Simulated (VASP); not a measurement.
A run of VASP 6.6.1:

File POSCAR:

```
TaN
1.0
    5.4488556225      0.0000000000      0.0000000000
   -2.7244278112      4.7188473906      0.0000000000
    0.0000000000      0.0000000000      2.8533085245
Ta N
3 3
Direct
    0.0000000000      0.0000000000      0.0000000000
    0.3333333333      0.6666666667      0.5000000000
    0.6666666667      0.3333333333      0.5000000000
    0.5000000000      0.0000000000      0.0000000000
    0.5000000000      0.5000000000      0.0000000000
    0.0000000000      0.5000000000      0.0000000000
```

INCAR.step1

```
SYSTEM = TaN
ALGO = Normal
EDIFF = 1E-4
ENCUT = 520
GGA = PE
ISMEAR = 0
LASPH = .TRUE.
LCHARG = .FALSE.
LREAL = .FALSE.
LWAVE = .TRUE.
NBANDS = 33
NELM = 100
PREC = Accurate
SIGMA = 0.1
```

File INCAR.step2:

```
SYSTEM = TaN
ALGO = Normal
EDIFF = 1E-7
ENCUT = 520
ISIF = 2
ISMEAR = 0
ISTART = 1
LASPH = .TRUE.
LCHARG = .TRUE.
LELF = .TRUE.
LMIXTAU = .TRUE.
LREAL = .FALSE.
LVHAR = .TRUE.
LWAVE = .FALSE.
METAGGA = R2SCAN
NBANDS = 33
NELM = 100
PREC = Accurate
SIGMA = 0.1
```

File KPOINTS:

```
k-points
0
G
  12 12 12
  0 0 0
```

Potentials or basis: VASP PAW PBE potentials, release 64 (Ta_pv, N).

The run is started by

```console
$ cat potpaw_PBE.64/Ta_pv/POTCAR potpaw_PBE.64/N/POTCAR > POTCAR
$ cp INCAR.step1 INCAR
$ mpirun -np 1 vasp_std > vasp.out
$ cp INCAR.step2 INCAR
$ mpirun -np 1 vasp_std > vasp.out
```

Hardware: 1 thread of AMD EPYC 9R45 96-Core Processor (Zen 5), on a shared host.

How long does it take, and how much memory?

Run time: 17 min on 1 thread of AMD EPYC 9R45 96-Core Processor (Zen 5), on a shared host, peak memory 0.36 GiB. Counts: k points 133.
